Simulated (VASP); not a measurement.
Set up this calculation in VASP 6.6.1, as the native input.

```
Task                   : single point
Functional             : LDA
Potentials or basis    : VASP PAW LDA potentials, release 64 (C)
Cutoff                 : 520 eV
k mesh                 : 12 × 12 × 12
Occupations            : gaussian, width 0.05 eV
Spin                   : no spin polarisation
Dipole correction      : no
Further INCAR settings : ALGO = Normal; EDIFF = 1e-06; NBANDS = 11
```

The structure of C lies in POSCAR:

```
C
1.0
    0.0000000000      1.7195526779      1.6385617467
    1.7195526779      0.0000000000      1.6385617467
    1.7195526779      1.7195526779      0.0000000000
C
2
Direct
    0.5000000000      0.5000000000      0.5000000000
    0.7500000000      0.7500000000      0.7500000000
```

This cell differs from its parent crystal: volume 4.845 Å^3 an atom, c/a of the conventional cell 0.9529.

The input as run:

INCAR

```
SYSTEM = C
PREC = Accurate
ENCUT = 520
EDIFF = 1E-6
ISMEAR = 0
SIGMA = 0.05
LREAL = .FALSE.
LASPH = .TRUE.
NELM = 80
ALGO = Normal
ISIF = 2
LWAVE = .FALSE.
LCHARG = .TRUE.
GGA = CA
LELF = .TRUE.
LVHAR = .TRUE.
NBANDS = 11
```

KPOINTS

```
regular mesh
0
G
  12 12 12
  0 0 0
```

Potentials or basis: VASP PAW LDA potentials, release 64 (C).

The run is started by

```bash
$ cat potpaw_LDA.64/C/POTCAR > POTCAR
$ mpirun -np 1 vasp_std > vasp.out
```

It gave:

```json
{"Pressure": "77.6 GPa", "Band gap on the k mesh": "3.19 eV, indirect (least direct gap 5.08 eV)"}
```

It took 18 s on 1 thread of Intel(R) Xeon(R) Platinum 8259CL CPU @ 2.50GHz (Skylake/Cascade Lake), on a shared host, peak memory 0.11 GiB.
